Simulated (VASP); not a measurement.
# Br: single point with PBE

Br:

```
Br
1.0
     1.61404   -0.93187    2.64028
     0.00000    1.86373    2.64028
    -1.61404   -0.93187    2.64028
Br
2
Direct
  0.25000 0.25000 0.25000
  0.75000 0.75000 0.75000
```

* Program: VASP 6.6.1
* Task: single point
* Functional: PBE
* Potentials or basis: VASP PAW PBE potentials, release 64 (Br)
* Cutoff: 520 eV
* k mesh: 12 × 12 × 12
* Occupations: fermi-dirac, width 0.05 eV
* Spin: no spin polarisation
* Dipole correction: no
* k mesh for the DOS: 18 × 18 × 18
* Occupations for the DOS: tetrahedron
* Further INCAR settings: ALGO = Normal; EDIFF = 1e-06; NBANDS = 14

The valence electrons inside the program's atomic spheres are Br 5.37.

Levels at points of the mesh, in eV from the Fermi level:
| k point | band 3 | band 4 | band 5 | band 6 | band 7 | band 8 | band 9 | band 10 | band 11 | band 12 |
| --- | --- | --- | --- | --- | --- | --- | --- | --- | --- | --- |
| (0.00, 0.00, 0.00) | -8.97 | -8.94 | -8.94 | -0.35 | -0.35 | -0.34 | 1.76 | 1.79 | 1.79 | 4.92 |
| (0.50, 0.00, 0.00) | -7.36 | -7.36 | -7.35 | -7.35 | -4.96 | -4.96 | 9.21 | 9.21 | 10.48 | 10.48 |
| (0.50, 0.50, 0.00) | -16.01 | -12.34 | -12.32 | -2.82 | 2.96 | 2.97 | 6.17 | 8.42 | 13.80 | 13.91 |
| (0.50, 0.50, 0.50) | -7.33 | -7.33 | -7.33 | -7.33 | -4.93 | -4.93 | 9.19 | 9.19 | 10.49 | 10.49 |

Run time: 68 s on 1 thread of Intel(R) Xeon(R) Platinum 8375C CPU @ 2.90GHz (Ice Lake) (shared host), peak memory 0.26 GiB.
